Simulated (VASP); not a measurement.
# KMgF3 (P4/mmm) in VASP: a series of runs

Runs on KMgF3. Level: PBEsol. Tasks: single point.

Program: VASP 6.6.1. These are calculated values, not measurements. Logs are shortened: lines on timing, memory, paths and dates and some standing lists are left out, and cuts for length are marked.

**1. The cell of the first run**

The structure is tetragonal, space group P4/mmm (No. 123). Conventional cell: a = 4.041 Å, b = 4.041 Å, c = 3.879 Å, α = 90.00°, β = 90.00°, γ = 90.00°. K (site symmetry 4/mmm) has 12 F at 2.80 to 2.86 Å and 8 Mg at 3.45 Å within 3.7 Å. Within 2.6 Å of Mg (site symmetry 4/mmm) lie 6 F at 1.94 to 2.02 Å. Within 2.9 Å of F (site symmetry mmm) lie 2 Mg at 2.02 Å and 4 K at 2.80 Å and 8 F at 2.80 to 2.86 Å. Within 2.6 Å of F (site symmetry 4/mmm) lie 2 Mg at 1.94 Å.

**2. Single point, PBEsol**

Input file INCAR:

```
SYSTEM = KMgF3
ALGO = Normal
EDIFF = 1E-6
ENCUT = 520
GGA = PS
ISIF = 2
ISMEAR = 0
LASPH = .TRUE.
LCHARG = .TRUE.
LELF = .TRUE.
LREAL = .FALSE.
LVHAR = .TRUE.
LWAVE = .FALSE.
NBANDS = 24
NELM = 100
PREC = Accurate
SIGMA = 0.05
```

Input file KPOINTS:

```
k-points
0
G
  6 6 6
  0 0 0
```

Input file POSCAR:

```
KMgF3
1.0
    4.0405081557      0.0000000000      0.0000000000
    0.0000000000      4.0405081557      0.0000000000
    0.0000000000      0.0000000000      3.8788878295
K Mg F
1 1 3
Direct
    0.5000000000      0.5000000000      0.5000000000
    0.0000000000      0.0000000000      0.0000000000
    0.5000000000      0.0000000000      0.0000000000
    0.0000000000      0.5000000000      0.0000000000
    0.0000000000      0.0000000000      0.5000000000
```

Potentials or basis: VASP PAW PBE potentials, release 64 (K_sv, Mg, F).

On the command line:

```bash
> cat potpaw_PBE.64/K_sv/POTCAR potpaw_PBE.64/Mg/POTCAR potpaw_PBE.64/F/POTCAR > POTCAR
> mpirun -np 1 vasp_std > vasp.out
```

OUTCAR:

```text
SYSTEM = KMgF3
   EDIFF = 1E-6
   ENCUT = 520
   GGA = PS
   ISIF = 2
   ISMEAR = 0
   LASPH = .TRUE.
   LREAL = .FALSE.
   NELM = 100
   PREC = Accurate

 ion  position               nearest neighbor table
   1  0.500  0.500  0.500-   3 2.80   4 2.80   3 2.80   4 2.80   3 2.80   3 2.80   4 2.80   4 2.80
                             5 2.86   5 2.86   5 2.86   5 2.86   2 3.45   2 3.45   2 3.45   2 3.45
   2  0.000  0.000  0.000-   5 1.94   5 1.94   3 2.02   4 2.02   4 2.02   3 2.02   1 3.45   1 3.45
                             1 3.45   1 3.45   1 3.45   1 3.45   1 3.45   1 3.45
   3  0.500  0.000  0.000-   2 2.02   2 2.02   1 2.80   1 2.80   1 2.80   1 2.80
   4  0.000  0.500  0.000-   2 2.02   2 2.02   1 2.80   1 2.80   1 2.80   1 2.80
   5  0.000  0.000  0.500-   2 1.94   2 1.94   1 2.86   1 2.86   1 2.86   1 2.86

  LATTYP: Found a simple tetragonal cell.
 ALAT       =     4.0405081557
 C/A-ratio  =     0.9600000000

  Lattice vectors:

 A1 = (   4.0405081557,   0.0000000000,   0.0000000000)
 A2 = (   0.0000000000,   4.0405081557,   0.0000000000)
 A3 = (   0.0000000000,   0.0000000000,   3.8788878295)

Analysis of symmetry for initial positions (statically):
=====================================================================
 Subroutine PRICEL returns:
 Original cell was already a primitive cell.

 Routine SETGRP: Setting up the symmetry group for a
 simple tetragonal supercell.

 Subroutine GETGRP returns: Found 16 space group operations
 (whereof 16 operations were pure point group operations)
 out of a pool of 16 trial point group operations.

The static configuration has the point symmetry D_4h.

Analysis of symmetry for dynamics (positions and initial velocities):
=====================================================================
 Subroutine PRICEL returns:
 Original cell was already a primitive cell.

 Routine SETGRP: Setting up the symmetry group for a
 simple tetragonal supercell.

 Subroutine GETGRP returns: Found 16 space group operations
 (whereof 16 operations were pure point group operations)
 out of a pool of 16 trial point group operations.

The dynamic configuration has the point symmetry D_4h.

 Subroutine INISYM returns: Found 16 space group operations
 (whereof 16 operations are pure point group operations),
 and found     1 'primitive' translations

----------------------------------------------------------------------------------------

                                     Primitive cell

  volume of cell :      63.3256

  direct lattice vectors                    reciprocal lattice vectors
     4.040508156  0.000000000  0.000000000     0.247493622  0.000000000  0.000000000
     0.000000000  4.040508156  0.000000000     0.000000000  0.247493622  0.000000000
     0.000000000  0.000000000  3.878887829     0.000000000  0.000000000  0.257805857

  length of vectors
     4.040508156  4.040508156  3.878887829     0.247493622  0.247493622  0.257805857

  position of ions in fractional coordinates (direct lattice)
     0.500000000  0.500000000  0.500000000
     0.000000000  0.000000000  0.000000000
     0.500000000  0.000000000  0.000000000
     0.000000000  0.500000000  0.000000000
     0.000000000  0.000000000  0.500000000

  ion indices of the primitive-cell ions
   primitive index   ion index
                 1           1
                 2           2
                 3           3
                 4           4
                 5           5

----------------------------------------------------------------------------------------

 KPOINTS: k-points

Automatic generation of k-mesh.
 Grid dimensions read from file:
 generate k-points for:    6    6    6

 Generating k-lattice:

  Cartesian coordinates                     Fractional coordinates (reciprocal lattice)
     0.041248937  0.000000000  0.000000000     0.166666667  0.000000000  0.000000000
     0.000000000  0.041248937  0.000000000     0.000000000  0.166666667  0.000000000
     0.000000000  0.000000000  0.042967643     0.000000000  0.000000000  0.166666667

  Length of vectors
     0.041248937  0.041248937  0.042967643

  Shift w.r.t. Gamma in fractional coordinates (k-lattice)
     0.000000000  0.000000000  0.000000000

 Subroutine IBZKPT returns following result:
 ===========================================

 Found     40 irreducible k-points:

 Following reciprocal coordinates:
            Coordinates               Weight
  0.000000  0.000000  0.000000      1.000000
  0.166667  0.000000  0.000000      4.000000
  0.333333  0.000000  0.000000      4.000000
  0.500000  0.000000  0.000000      2.000000
  0.166667  0.166667  0.000000      4.000000
  0.333333  0.166667  0.000000      8.000000
[... 16 lines left out ...]
  0.333333  0.000000  0.333333      8.000000
  0.500000  0.000000  0.333333      4.000000
 [... further k-points ...]
   k-points           NKPTS =     40   k-points in BZ     NKDIM =     40   number of bands    NBANDS=     24
   number of dos      NEDOS =    301   number of ions     NIONS =      5
   total plane-waves  NPLWV =  27000
   dimension x,y,z NGX =    30 NGY =   30 NGZ =   30
   dimension x,y,z NGXF=    60 NGYF=   60 NGZF=   60
   ions per type =               1   1   3
   NGX,Y,Z   is equivalent  to a cutoff of  12.34, 12.34, 12.86 a.u.
   NGXF,Y,Z  is equivalent  to a cutoff of  24.69, 24.69, 25.72 a.u.
 SYSTEM =  KMgF3
   PREC   = accura    normal or accurate (medium, high low for compatibility)
   ISTART =      0    job   : 0-new  1-cont  2-samecut
   ICHARG =      2    charge: 1-file 2-atom 10-const
   ISPIN  =      1    spin polarized calculation?
   LNONCOLLINEAR =      F non collinear calculations
   LSORBIT =      F    spin-orbit coupling
   LASPH  =      T    aspherical Exc in radial PAW
   ENCUT  =  520.0 eV  38.22 Ry    6.18 a.u.   7.51  7.51  7.21*2*pi/ulx,y,z
   NELM   =    100;   NELMIN=  2; NELMDL= -5     # of ELM steps
   EDIFF  = 0.1E-05   stopping-criterion for ELM
   LREAL  =      F    real-space projection
[... 7 lines left out ...]
   TEBEG  =    0.0;   TEEND  =   0.0 temperature during run
   PSTRESS=    0.0 pullay stress
   NELECT =      32.0000    total number of electrons
   NUPDOWN=      -1.0000    fix difference up-down
   EMIN   =  10.00;   EMAX   =-10.00  energy-range for DOS
   EFERMI =   0.00;   METHOD = LEGACY
   ISMEAR =     0;   SIGMA  =   0.05  broadening in eV -4-tet -1-fermi 0-gaus
   EFERMI_NEDOS =   21; number of points for ismear=-14 and -15
   IALGO  =     38    algorithm
   IMIX   =      4    mixing-type and parameters
     AMIX     =   0.40;   BMIX     =  1.00
     AMIX_MAG =   1.60;   BMIX_MAG =  1.00
  volume/ion in A,a.u.               =      12.67        85.47
  Fermi-wavevector in a.u.,A,eV,Ry     =   1.303962  2.464132 23.134232  1.700318
  Thomas-Fermi vector in A             =   2.434930
   LORBIT       =      0    0 simple, 1 ext, 2 COOP (PROOUT), +10 PAW based schemes
   GGA     = PS    functional components
   LHFCALC =     F    Hartree Fock is set to
   AEXX    =    0.0000 exact exchange contribution
   IVDW    =     0    specifies the selected vdW correction
   LEPSILON=     F    determine dielectric tensor
   LRPA    =     F    only Hartree local field effects (RPA)
 non-spin polarized calculation
 Gauss-broadening in eV      SIGMA  =   0.05
  energy-cutoff  :      520.00
  volume of cell :       63.33
 maximum number of plane-waves:      1732
   NGX = 15   NGY = 15   NGZ = 15

 number of electron      31.9999984 magnetization

 Free energy of the ion-electron system (eV)
  ---------------------------------------------------
  ext. energy  EPLUGINS =         0.00000000
  ---------------------------------------------------
  free energy    TOTEN  =       -25.23998314 eV

  energy without entropy =      -25.23998314  energy(sigma->0) =      -25.23998314

 E-fermi :  -1.3692     XC(G=0):  -9.9440

 val. band max:       -1.6962031341   @ k =   0.5000   0.5000   0.5000
 cond. band min:       5.4124816121   @ k =   0.0000   0.0000   0.0000
 fundamental gap:      7.1086847462
 Fermi energy:        -1.3692079541

 k-point     1 :       0.0000    0.0000    0.0000
  band No.  band energies     occupation
      1     -27.1842      2.00000
      2     -21.7485      2.00000
      3     -21.0810      2.00000
      4     -20.9930      2.00000
      5     -10.7627      2.00000
      6     -10.7627      2.00000
[... 16 lines left out ...]
     23      12.1733      0.00000
     24      14.7708      0.00000

 k-point     2 :       0.1667    0.0000    0.0000
  band No.  band energies     occupation
      1     -27.1774      2.00000
      2     -21.7249      2.00000
      3     -21.0876      2.00000
      4     -21.0162      2.00000
      5     -10.7532      2.00000
      6     -10.7493      2.00000
[... 16 lines left out ...]
     23      12.1487      0.00000
     24      14.7332      0.00000

 k-point     3 :       0.3333    0.0000    0.0000
  band No.  band energies     occupation
      1     -27.1637      2.00000
      2     -21.6719      2.00000
      3     -21.1275      2.00000
      4     -21.0433      2.00000
      5     -10.7345      2.00000
      6     -10.7222      2.00000
[... 16 lines left out ...]
     23      12.0771      0.00000
     24      14.4027      0.00000

 k-point     4 :       0.5000    0.0000    0.0000
  band No.  band energies     occupation
      1     -27.1568      2.00000
      2     -21.6409      2.00000
      3     -21.1620      2.00000
      4     -21.0476      2.00000
      5     -10.7252      2.00000
      6     -10.7085      2.00000
[... 16 lines left out ...]
     23      12.5112      0.00000
     24      13.6025      0.00000

 k-point     5 :       0.1667    0.1667    0.0000
  band No.  band energies     occupation
      1     -27.1711      2.00000
      2     -21.6993      2.00000
      3     -21.0906      2.00000
      4     -21.0429      2.00000
      5     -10.7702      2.00000
      6     -10.7258      2.00000
[... 16 lines left out ...]
     23      12.1649      0.00000
     24      14.0993      0.00000

 k-point     6 :       0.3333    0.1667    0.0000
  band No.  band energies     occupation
      1     -27.1583      2.00000
      2     -21.6400      2.00000
      3     -21.1305      2.00000
      4     -21.0709      2.00000
      5     -10.7642      2.00000
      6     -10.7190      2.00000
[... 16 lines left out ...]
     23      12.1685      0.00000
     24      13.6939      0.00000
[... 379 lines left out ...]
 k-point    21 :       0.0000    0.0000    0.3333
  band No.  band energies     occupation
      1     -27.1571      2.00000
      2     -21.5894      2.00000
      3     -21.2537      2.00000
      4     -20.9837      2.00000
      5     -10.7407      2.00000
      6     -10.7089      2.00000
[... 16 lines left out ...]
     23      12.2318      0.00000
     24      14.8512      0.00000

 k-point    22 :       0.1667    0.0000    0.3333
  band No.  band energies     occupation
      1     -27.1520      2.00000
      2     -21.5654      2.00000
      3     -21.2478      2.00000
      4     -21.0090      2.00000
      5     -10.7762      2.00000
      6     -10.7135      2.00000
[... 16 lines left out ...]
     23      12.3388      0.00000
     24      13.9595      0.00000

 k-point    23 :       0.3333    0.0000    0.3333
  band No.  band energies     occupation
      1     -27.1418      2.00000
      2     -21.5139      2.00000
      3     -21.2229      2.00000
      4     -21.0761      2.00000
      5     -10.8135      2.00000
      6     -10.7556      2.00000
[... 16 lines left out ...]
     23      12.5493      0.00000
     24      13.0846      0.00000

 k-point    24 :       0.5000    0.0000    0.3333
  band No.  band energies     occupation
      1     -27.1367      2.00000
      2     -21.4865      2.00000
      3     -21.1774      2.00000
      4     -21.1445      2.00000
      5     -10.8079      2.00000
      6     -10.8007      2.00000
[... 16 lines left out ...]
     23      12.3929      0.00000
     24      13.3311      0.00000

 [... further k-points ...]

------------------------ aborting loop because EDIFF is reached ----------------------------------------

  FORCE on cell =-STRESS in cart. coord.  units (eV):
  Direction    XX          YY          ZZ          XY          YZ          ZX
  --------------------------------------------------------------------------------------
  -------------------------------------------------------------------------------------
  Total       -0.5264426     -0.5264426      1.1997048      0.0000000     -0.0000000      0.0000000
  in kB      -13.3193315    -13.3193315     30.3532910      0.0000000     -0.0000000      0.0000000
  external PRESSURE =       1.2382093 kB  Pullay stress =       0.0000000 kB

 VOLUME and BASIS-vectors are now :
 -----------------------------------------------------------------------------
  energy-cutoff  :      520.00
  volume of cell :       63.33
      direct lattice vectors                 reciprocal lattice vectors
     4.040508156  0.000000000  0.000000000     0.247493622  0.000000000  0.000000000
     0.000000000  4.040508156  0.000000000     0.000000000  0.247493622  0.000000000
     0.000000000  0.000000000  3.878887829     0.000000000  0.000000000  0.257805857

 POSITION                                       TOTAL-FORCE (eV/Angst)
 -----------------------------------------------------------------------------------
      2.02025      2.02025      1.93944         0.000000      0.000000      0.000000
      0.00000      0.00000      0.00000         0.000000      0.000000      0.000000
      2.02025      0.00000      0.00000         0.000000      0.000000      0.000000
      0.00000      2.02025      0.00000         0.000000      0.000000      0.000000
      0.00000      0.00000      1.93944         0.000000      0.000000      0.000000
 -----------------------------------------------------------------------------------
    total drift:                                0.000000     -0.000000      0.000000

  FREE ENERGIE OF THE ION-ELECTRON SYSTEM (eV)
  ---------------------------------------------------
  free  energy   TOTEN  =       -25.2399831378 eV

  energy  without entropy=      -25.2399831378  energy(sigma->0) =      -25.23998314
```

It took 91 s on 1 thread of Intel Xeon 8259CL, shared host; peak memory 0.2 GiB.

Results:

* Free energy: -25.2400 eV
* Pressure: 0.1 GPa
* Band gap on the k mesh: 7.11 eV (least direct gap 7.44 eV)

Caveat: the PAW data sets were made with another functional, which shifts forces and pressure a little.

**3. Single point, PBEsol**

This run uses another cell than the first one, of the same volume but with other edges.

Input file INCAR:

```
PREC = Accurate
ENCUT = 520
EDIFF = 1E-6
ISMEAR = 0
SIGMA = 0.05
LREAL = F
LASPH = T
NELM = 80
ALGO = Normal
ISIF = 2
LWAVE = F
LCHARG = F
GGA = PS
NBANDS = 24
```

Input file KPOINTS:

```
regular mesh
0
Gamma
  6 6 6
```

Edit POSCAR of step 2 so:

```diff
@@ -2,5 +2,5 @@
 1.0
-    4.0405081557      0.0000000000      0.0000000000
-    0.0000000000      4.0405081557      0.0000000000
-    0.0000000000      0.0000000000      3.8788878295
+    3.9216000464      0.0000000000      0.0000000000
+    0.0000000000      3.9216000464      0.0000000000
+    0.0000000000      0.0000000000      4.1176800487
 K Mg F
```

Potentials or basis: VASP PAW PBE potentials, release 64 (K_sv, Mg, F).

On the command line:

```bash
> cat potpaw_PBE.64/K_sv/POTCAR potpaw_PBE.64/Mg/POTCAR potpaw_PBE.64/F/POTCAR > POTCAR
> mpirun -np 1 vasp_std > vasp.out
```

Wall time 90 s (1 thread of Intel Xeon 8259CL, shared host); peak memory 0.21 GiB.

The run converged. Its results:

```yaml
Free_energy: -25.2328 eV
Pressure: 0.2 GPa
Band_gap_on_the_k_mesh: 7.09 eV (least direct gap 7.43 eV)
```

Stress tensor (GPa, compression positive):
```
 1.73  0.00  0.00
 0.00  1.73  0.00
 0.00  0.00 -2.87
```

Levels at points of the mesh, in eV from the valence-band top:
| k point | band 13 | band 14 | band 15 | band 16 | band 17 | band 18 | band 19 | band 20 |
| --- | --- | --- | --- | --- | --- | --- | --- | --- |
| (0.00, 0.00, 0.00) | -0.63 | -0.35 | -0.35 | -0.35 | 7.09 | 9.81 | 10.03 | 12.00 |
| (0.50, 0.00, 0.00) | -0.97 | -0.90 | -0.56 | -0.56 | 9.99 | 10.28 | 11.10 | 12.47 |
| (0.50, 0.50, 0.00) | -1.20 | -0.79 | -0.79 | -0.01 | 10.81 | 11.71 | 12.50 | 12.50 |
| (0.00, 0.00, 0.50) | -0.74 | -0.74 | -0.57 | -0.57 | 9.80 | 10.19 | 10.74 | 12.73 |
| (0.50, 0.00, 0.50) | -1.02 | -1.02 | -0.96 | -0.08 | 10.74 | 11.47 | 12.27 | 12.41 |
| (0.50, 0.50, 0.50) | -1.09 | -0.04 | -0.04 | 0.00 | 10.27 | 10.27 | 10.27 | 13.47 |

Caveat: the PAW data sets were made with another functional, which shifts forces and pressure a little. A k mesh can miss the band edges.
